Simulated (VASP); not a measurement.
# W19Se36 (a cell with a defect) in VASP: further runs

W19Se36 (a cell with a defect) is run at these levels: PBE; tasks: single point.

All numbers are computed with VASP 6.6.1; they aren't measurements. Logs are shortened: lines on timing, memory, paths and dates and some standing lists are left out, and cuts for length are marked.

### Step 1. The cell of the first run

The cell holds a defect, 55 atoms: a = 9.750 Å, b = 9.750 Å, c = 12.826 Å, α = 90.00°, β = 90.00°, γ = 120.00°.

### Step 2. Single point, PBE

Input file INCAR:

```
PREC = Accurate ; ENCUT = 400
EDIFF = 1E-6 ; ISMEAR = 0
SIGMA = 0.01 ; LREAL = Auto
LASPH = T ; NELM = 120
ALGO = Normal ; ISIF = 2
LWAVE = F ; LCHARG = F
GGA = PE ; NBANDS = 274
GGA_COMPAT = F
```

Input file KPOINTS:

```
Automatic mesh
0
Gamma
  1 1 1
  0.25 0.25 0.25
```

Input file POSCAR:

```
W19Se36
1.0
    9.7497821400      0.0000000800      0.0000000000
   -4.8748911500      8.4435589800      0.0000000000
    0.0000000000      0.0000000000     12.8261208300
W Se
19 36
Direct
    0.2222222200      0.1111111100      0.7500000000
    0.1111111100      0.2222222200      0.2500000000
    0.2222222200      0.4444444400      0.7500000000
    0.1111111100      0.5555555600      0.2500000000
    0.2222222200      0.7777777800      0.7500000000
    0.1111111100      0.8888888900      0.2500000000
    0.5555555600      0.1111111100      0.7500000000
    0.4444444400      0.2222222200      0.2500000000
    0.5555555600      0.4444444400      0.7500000000
    0.4444444400      0.5555555600      0.2500000000
    0.5555555600      0.7777777800      0.7500000000
    0.4444444400      0.8888888900      0.2500000000
    0.8888888900      0.1111111100      0.7500000000
    0.7777777800      0.2222222200      0.2500000000
    0.8888888900      0.4444444400      0.7500000000
    0.7777777800      0.5555555600      0.2500000000
    0.8888888900      0.7777777800      0.7500000000
    0.7777777800      0.8888888900      0.2500000000
    0.6666670000      0.6666670000      0.0000000000
    0.1111111100      0.2222222200      0.8799483400
    0.2222222200      0.1111111100      0.3799483400
    0.1111111100      0.2222222200      0.6200516600
    0.2222222200      0.1111111100      0.1200516600
    0.1111111100      0.5555555600      0.8799483400
    0.2222222200      0.4444444400      0.3799483400
    0.1111111100      0.5555555600      0.6200516600
    0.2222222200      0.4444444400      0.1200516600
    0.1111111100      0.8888888900      0.8799483400
    0.2222222200      0.7777777800      0.3799483400
    0.1111111100      0.8888888900      0.6200516600
    0.2222222200      0.7777777800      0.1200516600
    0.4444444400      0.2222222200      0.8799483400
    0.5555555600      0.1111111100      0.3799483400
    0.4444444400      0.2222222200      0.6200516600
    0.5555555600      0.1111111100      0.1200516600
    0.4444444400      0.5555555600      0.8799483400
    0.5555555600      0.4444444400      0.3799483400
    0.4444444400      0.5555555600      0.6200516600
    0.5555555600      0.4444444400      0.1200516600
    0.4444444400      0.8888888900      0.8799483400
    0.5555555600      0.7777777800      0.3799483400
    0.4444444400      0.8888888900      0.6200516600
    0.5555555600      0.7777777800      0.1200516600
    0.7777777800      0.2222222200      0.8799483400
    0.8888888900      0.1111111100      0.3799483400
    0.7777777800      0.2222222200      0.6200516600
    0.8888888900      0.1111111100      0.1200516600
    0.7777777800      0.5555555600      0.8799483400
    0.8888888900      0.4444444400      0.3799483400
    0.7777777800      0.5555555600      0.6200516600
    0.8888888900      0.4444444400      0.1200516600
    0.7777777800      0.8888888900      0.8799483400
    0.8888888900      0.7777777800      0.3799483400
    0.7777777800      0.8888888900      0.6200516600
    0.8888888900      0.7777777800      0.1200516600
```

Potentials or basis: VASP PAW PBE potentials, release 64 (W_sv, Se).

Launch:

```console
cat potpaw_PBE.64/W_sv/POTCAR potpaw_PBE.64/Se/POTCAR > POTCAR
mpirun -np 1 vasp_std > vasp.out
```

OUTCAR:

```text
PREC = Accurate
   ENCUT = 400
   EDIFF = 1E-6
   ISMEAR = 0
   LREAL = Auto
   LASPH = T
   NELM = 120
   ISIF = 2
   GGA = PE

 ion  position               nearest neighbor table
   1  0.222  0.111  0.750-  32 2.51  34 2.51  28 2.51  30 2.51  20 2.51  22 2.51  17 3.25  13 3.25
                             3 3.25   5 3.25   9 3.25   7 3.25
   2  0.111  0.222  0.250-  45 2.51  47 2.51  25 2.51  27 2.51  21 2.51  23 2.51  18 3.25   8 3.25
                            14 3.25   6 3.25  10 3.25   4 3.25
   3  0.222  0.444  0.750-  36 2.51  38 2.51  20 2.51  22 2.51  24 2.51  26 2.51  13 3.25  15 3.25
                             1 3.25  11 3.25   9 3.25   5 3.25
   4  0.111  0.556  0.250-  49 2.51  51 2.51  29 2.51  31 2.51  25 2.51  27 2.51  12 3.25  10 3.25
                            16 3.25   6 3.25  14 3.25   2 3.25
   5  0.222  0.778  0.750-  40 2.51  42 2.51  24 2.51  26 2.51  28 2.51  30 2.51  17 3.25   1 3.25
                            15 3.25   7 3.25  11 3.25   3 3.25
   6  0.111  0.889  0.250-  53 2.51  55 2.51  21 2.51  23 2.51  29 2.51  31 2.51   8 3.25  16 3.25
                            12 3.25  18 3.25   4 3.25   2 3.25
   7  0.556  0.111  0.750-  44 2.51  46 2.51  40 2.51  42 2.51  32 2.51  34 2.51  15 3.25  13 3.25
                             9 3.25  11 3.25   5 3.25   1 3.25
   8  0.444  0.222  0.250-  21 2.51  23 2.51  37 2.51  39 2.51  33 2.51  35 2.51   6 3.25   2 3.25
                            12 3.25  16 3.25  14 3.25  10 3.25
   9  0.556  0.444  0.750-  48 2.51  50 2.51  32 2.51  34 2.51  36 2.51  38 2.51  15 3.25   7 3.25
[... 4 lines left out ...]
                             7 3.25   3 3.25   5 3.25   9 3.25
  12  0.444  0.889  0.250-  29 2.51  31 2.51  33 2.51  35 2.51  41 2.51  43 2.51   4 3.25   6 3.25
                            10 3.25   8 3.25  14 3.25  18 3.25
  13  0.889  0.111  0.750-  20 2.51  22 2.51  52 2.51  54 2.51  44 2.51  46 2.51   3 3.25  11 3.25
                             7 3.25   1 3.25  15 3.25  17 3.25
  14  0.778  0.222  0.250-  33 2.51  35 2.51  49 2.51  51 2.51  45 2.51  47 2.51   2 3.25  18 3.25
                            12 3.25   4 3.25   8 3.25  16 3.25
  15  0.889  0.444  0.750-  24 2.51  26 2.51  44 2.51  46 2.51  48 2.51  50 2.51   7 3.25   9 3.25
                             3 3.25  13 3.25   5 3.25  17 3.25
  16  0.778  0.556  0.250-  37 2.51  39 2.51  53 2.51  55 2.51  49 2.51  51 2.51   6 3.25   4 3.25
                            18 3.25   8 3.25  10 3.25  14 3.25
  17  0.889  0.778  0.750-  28 2.51  30 2.51  48 2.51  50 2.51  52 2.51  54 2.51   1 3.25  11 3.25
                             5 3.25  13 3.25   9 3.25  15 3.25
  18  0.778  0.889  0.250-  41 2.51  43 2.51  45 2.51  47 2.51  53 2.51  55 2.51   2 3.25   6 3.25
                            16 3.25  14 3.25  10 3.25  12 3.25
  19  0.667  0.667  0.000-  55 2.43  52 2.43  43 2.43  48 2.43  36 2.43  39 2.43
  20  0.111  0.222  0.880-  13 2.51   3 2.51   1 2.51
  21  0.222  0.111  0.380-   8 2.51   6 2.51   2 2.51
  22  0.111  0.222  0.620-  13 2.51   3 2.51   1 2.51
  23  0.222  0.111  0.120-   8 2.51   6 2.51   2 2.51
  24  0.111  0.556  0.880-  15 2.51   5 2.51   3 2.51
  25  0.222  0.444  0.380-  10 2.51   2 2.51   4 2.51
[... 8 lines left out ...]
  34  0.444  0.222  0.620-   1 2.51   9 2.51   7 2.51
  35  0.556  0.111  0.120-  14 2.51  12 2.51   8 2.51
  36  0.444  0.556  0.880-  19 2.43   3 2.51  11 2.51   9 2.51
[... 5 lines left out ...]
  42  0.444  0.889  0.620-   5 2.51   7 2.51  11 2.51
  43  0.556  0.778  0.120-  19 2.43  18 2.51  10 2.51  12 2.51
  44  0.778  0.222  0.880-   7 2.51  15 2.51  13 2.51
  45  0.889  0.111  0.380-   2 2.51  18 2.51  14 2.51
  46  0.778  0.222  0.620-   7 2.51  15 2.51  13 2.51
  47  0.889  0.111  0.120-   2 2.51  18 2.51  14 2.51
  48  0.778  0.556  0.880-  19 2.43   9 2.51  17 2.51  15 2.51
  49  0.889  0.444  0.380-   4 2.51  14 2.51  16 2.51
  50  0.778  0.556  0.620-   9 2.51  17 2.51  15 2.51
  51  0.889  0.444  0.120-   4 2.51  14 2.51  16 2.51
  52  0.778  0.889  0.880-  19 2.43  11 2.51  13 2.51  17 2.51
  53  0.889  0.778  0.380-   6 2.51  16 2.51  18 2.51
  54  0.778  0.889  0.620-  11 2.51  13 2.51  17 2.51
  55  0.889  0.778  0.120-  19 2.43   6 2.51  16 2.51  18 2.51

  LATTYP: Found a hexagonal cell.
 ALAT       =     9.7497821400
 C/A-ratio  =     1.3155289673

  Lattice vectors:

 A1 = (   9.7497821400,   0.0000000800,   0.0000000000)
 A2 = (  -4.8748911500,   8.4435589800,   0.0000000000)
 A3 = (   0.0000000000,   0.0000000000,  12.8261208300)

Analysis of symmetry for initial positions (statically):
=====================================================================
 Subroutine PRICEL returns:
 Original cell was already a primitive cell.

 Routine SETGRP: Setting up the symmetry group for a
 hexagonal supercell.

 Subroutine GETGRP returns: Found 12 space group operations
 (whereof  2 operations were pure point group operations)
[... 161 lines left out ...]
 Generating k-lattice:

  Cartesian coordinates                     Fractional coordinates (reciprocal lattice)
     0.102566394  0.059216736  0.000000000     1.000000000  0.000000000  0.000000000
    -0.000000001  0.118433471  0.000000000     0.000000000  1.000000000  0.000000000
     0.000000000  0.000000000  0.077965896     0.000000000  0.000000000  1.000000000

  Length of vectors
     0.118433471  0.118433471  0.077965896

  Shift w.r.t. Gamma in fractional coordinates (k-lattice)
     0.250000000  0.250000000  0.250000000

 Subroutine IBZKPT returns following result:
 ===========================================

 Found      1 irreducible k-points:

 Following reciprocal coordinates:
            Coordinates               Weight
  0.250000  0.250000  0.250000     12.000000
   k-points           NKPTS =      1   k-points in BZ     NKDIM =      1   number of bands    NBANDS=    274
   number of dos      NEDOS =    301   number of ions     NIONS =     55
   total plane-waves  NPLWV = 344064
   dimension x,y,z NGX =    64 NGY =   64 NGZ =   84
   dimension x,y,z NGXF=   128 NGYF=  128 NGZF=  168
   ions per type =              19  36
   NGX,Y,Z   is equivalent  to a cutoff of  10.91, 10.91, 10.89 a.u.
   NGXF,Y,Z  is equivalent  to a cutoff of  21.83, 21.83, 21.78 a.u.
 SYSTEM =  unknown system
   PREC   = accura    normal or accurate (medium, high low for compatibility)
   ISTART =      0    job   : 0-new  1-cont  2-samecut
   ICHARG =      2    charge: 1-file 2-atom 10-const
   ISPIN  =      1    spin polarized calculation?
   LNONCOLLINEAR =      F non collinear calculations
   LSORBIT =      F    spin-orbit coupling
   LASPH  =      T    aspherical Exc in radial PAW
   ENCUT  =  400.0 eV  29.40 Ry    5.42 a.u.  15.90 15.90 20.92*2*pi/ulx,y,z
   NELM   =    120;   NELMIN=  2; NELMDL= -5     # of ELM steps
   EDIFF  = 0.1E-05   stopping-criterion for ELM
   LREAL  =      T    real-space projection
   EDIFFG = 0.1E-04   stopping-criterion for IOM
   NSW    =      0    number of steps for IOM
   IBRION =     -1    ionic relax: 0-MD 1-quasi-New 2-CG
   NFREE  =      0    steps in history (QN), initial steepest desc. (CG)
   ISIF   =      2    stress and relaxation
   ISYM   =      2    0-nonsym 1-usesym 2-fastsym
   POTIM  = 0.5000    time-step for ionic-motion
   TEBEG  =    0.0;   TEEND  =   0.0 temperature during run
   PSTRESS=    0.0 pullay stress
   NELECT =     482.0000    total number of electrons
   NUPDOWN=      -1.0000    fix difference up-down
   EMIN   =  10.00;   EMAX   =-10.00  energy-range for DOS
   EFERMI =   0.00;   METHOD = LEGACY
   ISMEAR =     0;   SIGMA  =   0.01  broadening in eV -4-tet -1-fermi 0-gaus
   EFERMI_NEDOS =   21; number of points for ismear=-14 and -15
   IALGO  =     38    algorithm
   IMIX   =      4    mixing-type and parameters
     AMIX     =   0.40;   BMIX     =  1.00
     AMIX_MAG =   1.60;   BMIX_MAG =  1.00
  volume/ion in A,a.u.               =      19.20       129.55
  Fermi-wavevector in a.u.,A,eV,Ry     =   1.260526  2.382049 21.618659  1.588927
  Thomas-Fermi vector in A             =   2.394031
   LORBIT       =      0    0 simple, 1 ext, 2 COOP (PROOUT), +10 PAW based schemes
   GGA     = PE    functional components
   LHFCALC =     F    Hartree Fock is set to
   AEXX    =    0.0000 exact exchange contribution
   IVDW    =     0    specifies the selected vdW correction
   LEPSILON=     F    determine dielectric tensor
   LRPA    =     F    only Hartree local field effects (RPA)
 non-spin polarized calculation
 Gauss-broadening in eV      SIGMA  =   0.01
  energy-cutoff  :      400.00
  volume of cell :     1055.88
 maximum number of plane-waves:     19189
 NGX is ok and might be reduce to    64
   NGX = 31   NGY = 31   NGZ = 41

 number of electron     481.9999990 magnetization

 Free energy of the ion-electron system (eV)
  ---------------------------------------------------
  ext. energy  EPLUGINS =         0.00000000
  ---------------------------------------------------
  free energy    TOTEN  =      -391.82894668 eV

  energy without entropy =     -391.82894665  energy(sigma->0) =     -391.82894667

 E-fermi :   7.9523     XC(G=0): -11.0668

 val. band max:        7.9166843278   @ k =   0.2500   0.2500   0.2500
 cond. band min:       7.9878805650   @ k =   0.2500   0.2500   0.2500
 fundamental gap:      0.0711962372
 Fermi energy:         7.9522825471

 k-point     1 :       0.2500    0.2500    0.2500
  band No.  band energies     occupation
      1     -67.4880      2.00000
      2     -67.4880      2.00000
      3     -67.4833      2.00000
      4     -67.4833      2.00000
      5     -67.4833      2.00000
      6     -67.4833      2.00000
[... 245 lines left out ...]
    252       8.8042      0.00000
    253       8.8343      0.00000
 [bands above 253 left out]

------------------------ aborting loop because EDIFF is reached ----------------------------------------

  FORCE on cell =-STRESS in cart. coord.  units (eV):
  Direction    XX          YY          ZZ          XY          YZ          ZX
  --------------------------------------------------------------------------------------
  -------------------------------------------------------------------------------------
  Total       58.8251013     58.8251013     85.2963023     -0.0000001     -0.0000000     -0.0000000
  in kB       89.2601236     89.2601238    129.4270359     -0.0000001     -0.0000000     -0.0000000
  external PRESSURE =     102.6490944 kB  Pullay stress =       0.0000000 kB

 VOLUME and BASIS-vectors are now :
 -----------------------------------------------------------------------------
  energy-cutoff  :      400.00
  volume of cell :     1055.88
      direct lattice vectors                 reciprocal lattice vectors
     9.749782140  0.000000080  0.000000000     0.102566394  0.059216736  0.000000000
    -4.874891150  8.443558980  0.000000000    -0.000000001  0.118433471  0.000000000
     0.000000000  0.000000000 12.826120830     0.000000000  0.000000000  0.077965896

 POSITION                                       TOTAL-FORCE (eV/Angst)
 -----------------------------------------------------------------------------------
      1.62496      0.93817      9.61959         0.031819     -0.018371      0.023238
     -0.00000      1.87635      3.20653        -0.031819      0.018371     -0.023238
     -0.00000      3.75269      9.61959        -0.051083     -0.029493      0.321954
     -1.62496      4.69087      3.20653         0.000000     -0.036742     -0.023238
     -1.62496      6.56721      9.61959        -0.000000      0.036742      0.023238
     -3.24993      7.50539      3.20653         0.051083      0.029493     -0.321954
[... 47 lines left out ...]
      3.24993      7.50539      7.95286         0.000000     -0.143565     -0.943994
      4.87489      6.56721      1.53980         0.654971      0.378148      0.140853
 -----------------------------------------------------------------------------------
    total drift:                               -0.002061     -0.004777     -0.000000

  FREE ENERGIE OF THE ION-ELECTRON SYSTEM (eV)
  ---------------------------------------------------
  free  energy   TOTEN  =      -391.8289466837 eV

  energy  without entropy=     -391.8289466483  energy(sigma->0) =     -391.82894667
```

Wall time 28 min (1 thread of Intel Xeon 8259CL, shared host); peak memory 0.76 GiB.

Results:

```yaml
Free_energy: -391.8289 eV
Pressure: 10.3 GPa
Largest_force: 0.991 eV/Å
```

Forces on the atoms (eV/Å):
```
W    0.032 -0.018  0.023
W   -0.032  0.018 -0.023
W   -0.051 -0.029  0.322
W    0.000 -0.037 -0.023
W    0.000  0.037  0.023
W    0.051  0.029 -0.322
W   -0.032 -0.018  0.023
W    0.000 -0.059 -0.322
W    0.000 -0.711 -0.690
W   -0.616 -0.355  0.690
W   -0.616  0.355 -0.690
W   -0.051  0.029 -0.322
W    0.000  0.059  0.322
W    0.032  0.018 -0.023
W    0.051 -0.029  0.322
W    0.616 -0.355  0.690
W    0.616  0.355 -0.690
W    0.000  0.711  0.690
W    0.000  0.000  0.000
Se  -0.102  0.059  0.768
Se   0.118 -0.068  0.839
Se  -0.118  0.068 -0.839
Se   0.102 -0.059 -0.768
Se   0.000 -0.118  0.768
Se   0.126  0.073  0.704
Se   0.000 -0.136 -0.839
Se  -0.009 -0.005 -0.933
Se   0.009  0.005  0.933
Se   0.000  0.136  0.839
Se  -0.126 -0.073 -0.704
Se   0.000  0.118 -0.768
Se   0.000 -0.010  0.933
Se  -0.118 -0.068  0.839
Se   0.000  0.145 -0.704
Se  -0.102 -0.059 -0.768
Se  -0.655 -0.378 -0.141
Se   0.000  0.144  0.944
Se   0.124  0.072 -0.944
Se   0.000 -0.756  0.141
Se  -0.009  0.005  0.933
Se   0.124 -0.072  0.944
Se   0.126 -0.073 -0.704
Se  -0.655  0.378  0.141
Se   0.102  0.059  0.768
Se   0.000 -0.145  0.704
Se   0.118  0.068 -0.839
Se   0.000  0.010 -0.933
Se   0.655 -0.378 -0.141
Se  -0.126  0.073  0.704
Se  -0.124  0.072 -0.944
Se   0.009 -0.005 -0.933
Se   0.000  0.756 -0.141
Se  -0.124 -0.072  0.944
Se   0.000 -0.144 -0.944
Se   0.655  0.378  0.141
```

Stress tensor (GPa, compression positive):
```
 8.93  0.00  0.00
 0.00  8.93  0.00
 0.00  0.00 12.94
```

Caveat: the k points lie up to 0.74 Å⁻¹ apart; spin-orbit coupling is left out, which moves the levels of the heavy elements.

[end of part 1 of 2]
